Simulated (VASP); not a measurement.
Crystal: BAs.

```
B As
1.0
     0.00000    2.39187    2.39187
     2.39187    0.00000    2.39187
     2.39187    2.39187    0.00000
B As
1 1
Direct
  0.25000 0.25000 0.25000
  0.00000 0.00000 0.00000
```

Base run:

```yaml
Program: VASP 6.6.1
Functional: PBE
Potentials_or_basis: VASP PAW PBE potentials, release 64 (B, As)
Cutoff: 520 eV
k_mesh: 10 × 10 × 10
Occupations: gaussian, width 0.01 eV
Spin: no spin polarisation
```

Its results: band gap on the k mesh 1.18 eV, indirect (least direct gap 3.27 eV); pressure 2.8 GPa.

Task: After a change of settings the same cell gave: band gap on the k mesh 1.28 eV, indirect (least direct gap 3.27 eV); pressure 2.8 GPa. Which change was it?
A. functional from PBE to PBE0; k mesh from 10 × 10 × 10 to 6 × 6 × 6
B. k mesh from 10 × 10 × 10 to 6 × 6 × 6
C. functional from PBE to HSE06; k mesh from 10 × 10 × 10 to 6 × 6 × 6
D. functional from PBE to r2SCAN; k mesh from 10 × 10 × 10 to 6 × 6 × 6

Result: B.
